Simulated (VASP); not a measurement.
# CoSi2 (fluorite type) (Fm-3m) in VASP: a series of runs

Runs on CoSi2 (fluorite type). Level: r2SCAN. Tasks: single point.

Program: VASP 6.6.1. These are calculated values, not measurements. Logs are shortened: lines on timing, memory, paths and dates and some standing lists are left out, and cuts for length are marked.

## (1) The cell of the first run

It takes space group Fm-3m (No. 225, cubic). The conventional cell has a = 5.206 Å, b = 5.206 Å, c = 5.206 Å, α = 90.00°, β = 90.00°, γ = 90.00°. Co (site symmetry m-3m) has 8 Si at 2.25 Å within 3.0 Å. Si (site symmetry -43m) has 4 Co at 2.25 Å and 6 Si at 2.60 Å within 3.0 Å.

## (2) Single point, r2SCAN (11.76 Å³/atom)

File POSCAR:

```
CoSi2
1.0
    0.0000000000      2.6029600507      2.6029600507
    2.6029600507      0.0000000000      2.6029600507
    2.6029600507      2.6029600507      0.0000000000
Co Si
1 2
Direct
    0.0000000000      0.0000000000      0.0000000000
    0.2500000000      0.2500000000      0.2500000000
    0.7500000000      0.7500000000      0.7500000000
```

File INCAR.step1:

```
SYSTEM = CoSi2
PREC     = Accurate       ! precision mode
ENCUT    = 520            ! plane-wave cutoff, eV
ISMEAR   = -1             ! smearing method
SIGMA    = 0.05           ! smearing width, eV
LREAL    = .False.        ! projectors in reciprocal space
LASPH    = .True.         ! aspherical terms in the spheres
NELM     = 60             ! most SCF steps
NBANDS   = 16             ! bands
GGA      = PE             ! functional
ALGO     = Normal         ! electronic algorithm
EDIFF    = 1E-4           ! SCF threshold, eV
LWAVE    = .True.         ! write WAVECAR
LCHARG   = .False.        ! write CHGCAR
```

File INCAR.step2:

```
SYSTEM = CoSi2
PREC     = Accurate       ! precision mode
ENCUT    = 520            ! plane-wave cutoff, eV
EDIFF    = 1E-6           ! SCF threshold, eV
ISMEAR   = -1             ! smearing method
SIGMA    = 0.05           ! smearing width, eV
LREAL    = .False.        ! projectors in reciprocal space
LASPH    = .True.         ! aspherical terms in the spheres
NELM     = 60             ! most SCF steps
ALGO     = Normal         ! electronic algorithm
ISIF     = 2              ! what is computed and relaxed
LWAVE    = .False.        ! write WAVECAR
LCHARG   = .False.        ! write CHGCAR
METAGGA  = R2SCAN         ! meta-GGA
LMIXTAU  = .True.       
NBANDS   = 16             ! bands
ISTART   = 1
```

File KPOINTS:

```
regular mesh
0
Gamma
  11 11 11
  0 0 0
```

Potentials or basis: VASP PAW PBE potentials, release 64 (Co, Si).

Started as:

```console
cat potpaw_PBE.64/Co/POTCAR potpaw_PBE.64/Si/POTCAR > POTCAR
cp INCAR.step1 INCAR
mpirun -np 1 vasp_std > vasp.out
cp INCAR.step2 INCAR
mpirun -np 1 vasp_std > vasp.out
```

OUTCAR:

```text
SYSTEM = CoSi2
   PREC = Accurate
   ENCUT = 520
   EDIFF = 1E-6
   ISMEAR = -1
   LREAL = .False.
   LASPH = .True.
   NELM = 60
   ISIF = 2
   METAGGA = R2SCAN
   ISTART = 1

 ion  position               nearest neighbor table
   1  0.000  0.000  0.000-   3 2.25   3 2.25   3 2.25   2 2.25   3 2.25   2 2.25   2 2.25   2 2.25

   2  0.250  0.250  0.250-   1 2.25   1 2.25   1 2.25   1 2.25   3 2.60   3 2.60   3 2.60   3 2.60
                             3 2.60   3 2.60
   3  0.750  0.750  0.750-   1 2.25   1 2.25   1 2.25   1 2.25   2 2.60   2 2.60   2 2.60   2 2.60
                             2 2.60   2 2.60

  LATTYP: Found a face centered cubic cell.
 ALAT       =     5.2059201014

  Lattice vectors:

 A1 = (   0.0000000000,   2.6029600507,   2.6029600507)
 A2 = (   2.6029600507,   0.0000000000,   2.6029600507)
 A3 = (   2.6029600507,   2.6029600507,   0.0000000000)

Analysis of symmetry for initial positions (statically):
=====================================================================
 Subroutine PRICEL returns:
 Original cell was already a primitive cell.

 Routine SETGRP: Setting up the symmetry group for a
 face centered cubic supercell.

 Subroutine GETGRP returns: Found 48 space group operations
 (whereof 48 operations were pure point group operations)
 out of a pool of 48 trial point group operations.

The static configuration has the point symmetry O_h .

Analysis of symmetry for dynamics (positions and initial velocities):
=====================================================================
 Subroutine PRICEL returns:
 Original cell was already a primitive cell.

 Routine SETGRP: Setting up the symmetry group for a
 face centered cubic supercell.

 Subroutine GETGRP returns: Found 48 space group operations
 (whereof 48 operations were pure point group operations)
 out of a pool of 48 trial point group operations.

The dynamic configuration has the point symmetry O_h .

 Subroutine INISYM returns: Found 48 space group operations
 (whereof 48 operations are pure point group operations),
 and found     1 'primitive' translations

----------------------------------------------------------------------------------------

                                     Primitive cell

  volume of cell :      35.2722

  direct lattice vectors                    reciprocal lattice vectors
     0.000000000  2.602960051  2.602960051    -0.192089003  0.192089003  0.192089003
     2.602960051  0.000000000  2.602960051     0.192089003 -0.192089003  0.192089003
     2.602960051  2.602960051  0.000000000     0.192089003  0.192089003 -0.192089003

  length of vectors
     3.681141406  3.681141406  3.681141406     0.332707912  0.332707912  0.332707912

  position of ions in fractional coordinates (direct lattice)
     0.000000000  0.000000000  0.000000000
     0.250000000  0.250000000  0.250000000
     0.750000000  0.750000000  0.750000000

  ion indices of the primitive-cell ions
   primitive index   ion index
                 1           1
                 2           2
                 3           3

----------------------------------------------------------------------------------------

 KPOINTS: regular mesh

Automatic generation of k-mesh.
 Grid dimensions read from file:
 generate k-points for:   11   11   11

 Generating k-lattice:

  Cartesian coordinates                     Fractional coordinates (reciprocal lattice)
    -0.017462637  0.017462637  0.017462637     0.090909091  0.000000000  0.000000000
     0.017462637 -0.017462637  0.017462637     0.000000000  0.090909091  0.000000000
     0.017462637  0.017462637 -0.017462637     0.000000000  0.000000000  0.090909091

  Length of vectors
     0.030246174  0.030246174  0.030246174

  Shift w.r.t. Gamma in fractional coordinates (k-lattice)
     0.000000000  0.000000000  0.000000000

 Subroutine IBZKPT returns following result:
 ===========================================

 Found     56 irreducible k-points:

 Following reciprocal coordinates:
            Coordinates               Weight
  0.000000  0.000000  0.000000      1.000000
  0.090909  0.000000  0.000000      8.000000
  0.181818  0.000000  0.000000      8.000000
  0.272727  0.000000  0.000000      8.000000
  0.363636  0.000000  0.000000      8.000000
  0.454545  0.000000  0.000000      8.000000
[... 16 lines left out ...]
 -0.272727  0.181818  0.000000     24.000000
 -0.181818  0.181818  0.000000     12.000000
 [... further k-points ...]
   k-points           NKPTS =     56   k-points in BZ     NKDIM =     56   number of bands    NBANDS=     16
   number of dos      NEDOS =    301   number of ions     NIONS =      3
   total plane-waves  NPLWV =  21952
   dimension x,y,z NGX =    28 NGY =   28 NGZ =   28
   dimension x,y,z NGXF=    56 NGYF=   56 NGZF=   56
   ions per type =               1   2
   NGX,Y,Z   is equivalent  to a cutoff of  12.65, 12.65, 12.65 a.u.
   NGXF,Y,Z  is equivalent  to a cutoff of  25.29, 25.29, 25.29 a.u.
 SYSTEM =  CoSi2
   PREC   = accura    normal or accurate (medium, high low for compatibility)
   ISTART =      1    job   : 0-new  1-cont  2-samecut
   ICHARG =      0    charge: 1-file 2-atom 10-const
   ISPIN  =      1    spin polarized calculation?
   LNONCOLLINEAR =      F non collinear calculations
   LSORBIT =      F    spin-orbit coupling
   LASPH  =      T    aspherical Exc in radial PAW
   ENCUT  =  520.0 eV  38.22 Ry    6.18 a.u.   6.84  6.84  6.84*2*pi/ulx,y,z
   NELM   =     60;   NELMIN=  2; NELMDL=  0     # of ELM steps
   EDIFF  = 0.1E-05   stopping-criterion for ELM
   LREAL  =      F    real-space projection
[... 7 lines left out ...]
   TEBEG  =    0.0;   TEEND  =   0.0 temperature during run
   PSTRESS=    0.0 pullay stress
   NELECT =      17.0000    total number of electrons
   NUPDOWN=      -1.0000    fix difference up-down
   EMIN   =  10.00;   EMAX   =-10.00  energy-range for DOS
   EFERMI =   0.00;   METHOD = LEGACY
   ISMEAR =    -1;   SIGMA  =   0.05  broadening in eV -4-tet -1-fermi 0-gaus
   EFERMI_NEDOS =   21; number of points for ismear=-14 and -15
   IALGO  =     38    algorithm
   IMIX   =      4    mixing-type and parameters
     AMIX     =   0.40;   BMIX     =  1.00
     AMIX_MAG =   1.60;   BMIX_MAG =  1.00
  volume/ion in A,a.u.               =      11.76        79.34
  Fermi-wavevector in a.u.,A,eV,Ry     =   1.283552  2.425563 22.415694  1.647507
  Thomas-Fermi vector in A             =   2.415799
   LORBIT       =      0    0 simple, 1 ext, 2 COOP (PROOUT), +10 PAW based schemes
   METAGGA = R2SCAN    functional components
   LHFCALC =     F    Hartree Fock is set to
   AEXX    =    0.0000 exact exchange contribution
   IVDW    =     0    specifies the selected vdW correction
   LEPSILON=     F    determine dielectric tensor
   LRPA    =     F    only Hartree local field effects (RPA)
 non-spin polarized calculation
  energy-cutoff  :      520.00
  volume of cell :       35.27
 maximum number of plane-waves:       963
   NGX = 13   NGY = 13   NGZ = 13

 number of electron      17.0000001 magnetization

 Free energy of the ion-electron system (eV)
  ---------------------------------------------------
  ext. energy  EPLUGINS =         0.00000000
  ---------------------------------------------------
  free energy    TOTEN  =       -31.92181848 eV

  energy without entropy =      -31.91530728  energy(sigma->0) =      -31.91856288

 E-fermi :  11.1909     XC(G=0): -12.9727

 val. band max:       11.1291271100   @ k =  -0.2727   0.2727   0.0000
 cond. band min:      11.2092062120   @ k =   0.1818   0.0000   0.0000
 fundamental gap:      0.0800791020
 Fermi energy:        11.1908866164

 k-point     1 :       0.0000    0.0000    0.0000
  band No.  band energies     occupation
      1      -3.2978      2.00000
      2       6.5182      2.00000
      3       6.5182      2.00000
      4       6.5182      2.00000
      5       8.8669      2.00000
      6       8.8669      2.00000
[... 8 lines left out ...]
     15      17.7501      0.00000
     16      17.7501      0.00000

 k-point     2 :       0.0909    0.0000    0.0000
  band No.  band energies     occupation
      1      -3.1567      2.00000
      2       6.2324      2.00000
      3       6.5689      2.00000
      4       6.5689      2.00000
      5       8.8250      2.00000
      6       8.8250      2.00000
[... 8 lines left out ...]
     15      17.1811      0.00000
     16      17.5285      0.00000

 k-point     3 :       0.1818    0.0000    0.0000
  band No.  band energies     occupation
      1      -2.7369      2.00000
      2       5.4379      2.00000
      3       6.7040      2.00000
      4       6.7040      2.00000
      5       8.7429      2.00000
      6       8.7429      2.00000
[... 8 lines left out ...]
     15      17.4696      0.00000
     16      18.6478      0.00000

 k-point     4 :       0.2727    0.0000    0.0000
  band No.  band energies     occupation
      1      -2.0489      2.00000
      2       4.2648      2.00000
      3       6.8686      2.00000
      4       6.8686      2.00000
      5       8.7306      2.00000
      6       8.7306      2.00000
[... 8 lines left out ...]
     15      18.8724      0.00000
     16      20.1908      0.00000

 k-point     5 :       0.3636    0.0000    0.0000
  band No.  band energies     occupation
      1      -1.1143      2.00000
      2       2.8816      2.00000
      3       6.9867      2.00000
      4       6.9867      2.00000
      5       8.8977      2.00000
      6       8.8977      2.00000
[... 8 lines left out ...]
     15      20.5185      0.00000
     16      21.7810      0.00000

 k-point     6 :       0.4545    0.0000    0.0000
  band No.  band energies     occupation
      1       0.0053      2.00000
      2       1.4955      2.00000
      3       7.0320      2.00000
      4       7.0320      2.00000
      5       8.8070      2.00000
      6       9.1927      2.00000
[... 8 lines left out ...]
     15      22.1692      0.00000
     16      23.4222      0.00000
[... 267 lines left out ...]
 k-point    21 :      -0.4545    0.1818    0.0000
  band No.  band energies     occupation
      1       0.8171      2.00000
      2       1.4938      2.00000
      3       6.0680      2.00000
      4       7.1364      2.00000
      5       7.6894      2.00000
      6       8.9703      2.00000
[... 8 lines left out ...]
     15      22.1025      0.00000
     16      22.9088      0.00000

 k-point    22 :      -0.3636    0.1818    0.0000
  band No.  band energies     occupation
      1       0.0874      2.00000
      2       2.2778      2.00000
      3       5.8498      2.00000
      4       7.3485      2.00000
      5       8.0614      2.00000
      6       8.4510      2.00000
[... 8 lines left out ...]
     15      20.9359      0.00000
     16      21.7114      0.00000

 k-point    23 :      -0.2727    0.1818    0.0000
  band No.  band energies     occupation
      1      -0.9741      2.00000
      2       3.5243      2.00000
      3       5.8488      2.00000
      4       7.4765      2.00000
      5       8.0803      2.00000
      6       8.7043      2.00000
[... 8 lines left out ...]
     15      19.6246      0.00000
     16      22.7381      0.00000

 k-point    24 :      -0.1818    0.1818    0.0000
  band No.  band energies     occupation
      1      -1.8199      2.00000
      2       4.4804      2.00000
      3       6.1173      2.00000
      4       7.2467      2.00000
      5       8.1795      2.00000
      6       9.0446      2.00000
[... 8 lines left out ...]
     15      19.3871      0.00000
     16      22.0498      0.00000

 [... further k-points ...]

------------------------ aborting loop because EDIFF is reached ----------------------------------------

  FORCE on cell =-STRESS in cart. coord.  units (eV):
  Direction    XX          YY          ZZ          XY          YZ          ZX
  --------------------------------------------------------------------------------------
  -------------------------------------------------------------------------------------
  Total        3.0832015      3.0832015      3.0832015     -0.0000000     -0.0000000      0.0000000
  in kB      140.0489917    140.0489917    140.0489917     -0.0000000     -0.0000000      0.0000000
  external PRESSURE =     140.0489917 kB  Pullay stress =       0.0000000 kB

 VOLUME and BASIS-vectors are now :
 -----------------------------------------------------------------------------
  energy-cutoff  :      520.00
  volume of cell :       35.27
      direct lattice vectors                 reciprocal lattice vectors
     0.000000000  2.602960051  2.602960051    -0.192089003  0.192089003  0.192089003
     2.602960051  0.000000000  2.602960051     0.192089003 -0.192089003  0.192089003
     2.602960051  2.602960051  0.000000000     0.192089003  0.192089003 -0.192089003

 POSITION                                       TOTAL-FORCE (eV/Angst)
 -----------------------------------------------------------------------------------
      0.00000      0.00000      0.00000         0.000000     -0.000000      0.000000
      1.30148      1.30148      1.30148         0.000000      0.000000     -0.000000
      3.90444      3.90444      3.90444        -0.000000     -0.000000      0.000000
 -----------------------------------------------------------------------------------
    total drift:                               -0.000000     -0.000000      0.000000

  FREE ENERGIE OF THE ION-ELECTRON SYSTEM (eV)
  ---------------------------------------------------
  free  energy   TOTEN  =       -31.9218184752 eV

  energy  without entropy=      -31.9153072769  energy(sigma->0) =      -31.91856288
```

Wall time 3.4 min (1 thread of Intel Xeon 8259CL, shared host); peak memory 0.18 GiB.

What came out:

```yaml
Free_energy: -31.9218 eV
Pressure: 14.0 GPa
Band_gap_on_the_k_mesh: zero (an odd number of electrons rules out a gap without spin polarisation)
```

Caveat: the cell stands under pressure; the PAW data sets were made with another functional, which shifts forces and pressure a little; the run has no spin polarisation, though such a crystal can be magnetic.

## (3) Single point, r2SCAN

This run uses another cell than the first one, of 12.51 Å³/atom.

File POSCAR:

```
CoSi2
1.0
    0.0000000000      2.6572039227      2.6572039227
    2.6572039227      0.0000000000      2.6572039227
    2.6572039227      2.6572039227      0.0000000000
Co Si
1 2
Direct
    0.0000000000      0.0000000000      0.0000000000
    0.2500000000      0.2500000000      0.2500000000
    0.7500000000      0.7500000000      0.7500000000
```

File INCAR.step1:

```
ALGO = Normal
EDIFF = 1E-4
ENCUT = 520
GGA = PE
ISMEAR = -1
LASPH = T
LCHARG = F
LREAL = F
LWAVE = T
NBANDS = 16
NELM = 100
PREC = Accurate
SIGMA = 0.05
```

File INCAR.step2:

```
ALGO = Normal
EDIFF = 1E-6
ENCUT = 520
ISIF = 2
ISMEAR = -1
ISTART = 1
LASPH = T
LCHARG = F
LMIXTAU = T
LREAL = F
LWAVE = F
METAGGA = R2SCAN
NBANDS = 16
NELM = 100
PREC = Accurate
SIGMA = 0.05
```

File KPOINTS:

```
k-points
0
Gamma
  11 11 11
```

Potentials or basis: VASP PAW PBE potentials, release 64 (Co, Si).

Started as:

```console
cat potpaw_PBE.64/Co/POTCAR potpaw_PBE.64/Si/POTCAR > POTCAR
cp INCAR.step1 INCAR
mpirun -np 1 vasp_std > vasp.out
cp INCAR.step2 INCAR
mpirun -np 1 vasp_std > vasp.out
```

Run time: 3.3 min. Hardware: 1 thread of Intel Xeon 8259CL, shared host; peak memory 0.18 GiB.

The run converged. Its results:

- Free energy: -32.0141 eV
- Pressure: -0.1 GPa
- Band gap on the k mesh: zero (an odd number of electrons rules out a gap without spin polarisation)

Levels at points of the mesh, in eV from the Fermi level:
| k point | band 7 | band 8 | band 9 | band 10 | band 11 | band 12 |
| --- | --- | --- | --- | --- | --- | --- |
| (0.00, 0.00, 0.00) | 1.50 | 3.60 | 3.60 | 3.60 | 3.72 | 3.72 |

Caveat: the PAW data sets were made with another functional, which shifts forces and pressure a little; the run has no spin polarisation, though such a crystal can be magnetic. Spin polarisation is off, so any magnetic state and its effect on volume and gap are missing.

The gap in the log of VASP goes by the Fermi energy; the results here count the filled bands.